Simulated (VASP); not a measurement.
Runs of VASP 6.6.1 on ZnH2. The structure is that of space group F-43m (No. 216), or close to it. The cells are those of the table. 

| task | cell | k mesh | cutoff (eV) | gap on the mesh (eV) | pressure (GPa) | relaxed volume (Å³/atom) |
| --- | --- | --- | --- | --- | --- | --- |
| single point | a = 3.241 Å, angles 60.0°, 3 atoms | 6 × 6 × 6 | 520 | none | -0.1 | - |
| relaxation of cell and atoms | relaxed from a = 3.241 Å, angles 60.0°, 3 atoms | 18 × 18 × 18 | 600 | none | -0.2 | (a) |
| relaxation of cell and atoms | relaxed from a = 3.617 Å, angles 60.0°, 3 atoms | 6 × 6 × 6 | 600 | none | -0.1 | 8.05 |
| single point | a = 3.225 Å, angles 60.0°, 3 atoms | 18 × 18 × 18 | 520 | none | 0.0 | - |

Alike in all rows: level PBE; potentials or basis VASP PAW PBE potentials, release 64 (Zn, H); no spin polarisation; smearing gaussian 0.1 eV.

Question: Estimate the missing entries.

Answer: (a) 7.93.

Caveats: some runs use coarse meshes; the volume moved by over 15 % at a fixed basis, so the end points are rough (some runs).

A gap of «none» marks levels without a gap at the run's occupations.
